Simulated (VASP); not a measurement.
Runs of VASP 6.6.1 on Zr2N. The structure is that of space group P4_2/mnm (No. 136), or close to it. The cells are those of the table. 

```tsv
task	level	potentials or basis	cell	k mesh	cutoff (eV)	smearing	gap on the mesh (eV)	pressure (GPa)	relaxed volume (Å³/atom)	largest force (eV/Å)
relaxation of cell and atoms	r2SCAN	VASP PAW PBE potentials, release 64 (Zr_sv, N)	relaxed from a = 5.413, b = 5.413, c = 3.308 Å, 6 atoms	1 × 1 × 2	600	gaussian 0.1 eV	none	0.0	(b)	0.01
single point	r2SCAN	VASP PAW PBE potentials, release 64 (Zr_sv, N)	a = 5.413, b = 5.413, c = 3.308 Å, 6 atoms	6 × 6 × 10	520	gaussian 0.1 eV	none	-0.1	-	0.01
single point	r2SCAN	VASP PAW PBE potentials, release 64 (Zr_sv, N)	a = 5.413, b = 5.413, c = 3.308 Å, 6 atoms	8 × 8 × 10	520	fermi-dirac 0.2 eV	none	0.1	-	0.01
relaxation of cell and atoms	r2SCAN	VASP PAW PBE potentials, release 64 (Zr_sv, N)	relaxed from a = 5.413, b = 5.413, c = 3.308 Å, 6 atoms	1 × 1 × 1	600	gaussian 0.1 eV	0.74	0.0	15.18	-
single point	r2SCAN	VASP PAW PBE potentials, release 64 (Zr_sv, N)	a = 5.413, b = 5.413, c = 3.308 Å, 6 atoms	4 × 4 × 6	520	gaussian 0.1 eV	none	-0.1	-	(a)
single point	r2SCAN	VASP PAW PBE potentials, release 64 (Zr_sv, N)	a = 5.413, b = 5.413, c = 3.308 Å, 6 atoms	8 × 8 × 10	520	methfessel-paxton 0.01 eV	none	-0.1	-	0.04
single point	r2SCAN	VASP PAW PBE potentials, release 64 (Zr_sv, N)	a = 5.410, b = 5.410, c = 3.310 Å, 6 atoms	4 × 4 × 4	520	gaussian 0.1 eV	none	0.1	-	0.01
single point	r2SCAN	VASP PAW PBE potentials, release 64 (Zr_sv, N)	a = 5.414, b = 5.414, c = 3.304 Å, 6 atoms	4 × 4 × 8	520	gaussian 0.1 eV	none	0.1	-	0.01
single point	r2SCAN	VASP PAW PBE potentials, release 64 (Zr_sv, N)	a = 4.841, b = 4.841, c = 3.881 Å, 6 atoms	1 × 1 × 1	520	gaussian 0.1 eV	0.75	0.3	-	0.04
single point	r2SCAN	VASP PAW PBE potentials, release 64 (Zr_sv, N)	a = 5.413, b = 5.413, c = 3.308 Å, 6 atoms	6 × 6 × 10, shifted	520	gaussian 0.1 eV	none	-0.1	-	0.02
single point	r2SCAN	VASP PAW PBE potentials, release 64 (Zr_sv, N)	a = 5.413, b = 5.413, c = 3.308 Å, 6 atoms	6 × 6 × 8, shifted	520	gaussian 0.1 eV	none	-0.1	-	0.02
single point	LDA	VASP PAW LDA potentials, release 64 (Zr_sv, N)	a = 5.333, b = 5.333, c = 3.251 Å, 6 atoms	8 × 8 × 10	520	gaussian 0.1 eV	none	0.5	-	0.01
```

Alike in all rows: no spin polarisation.

Problem. Fill in the values left out.

Solution. (a) 0.03; (b) 16.90.

Caveats: some runs use coarse meshes; the PAW data sets were made with another functional, which shifts forces and pressure a little (some runs).

A k mesh can miss the band edges, and the runs leave out spin-orbit coupling on Zr.

A gap of «none» marks levels without a gap at the run's occupations.
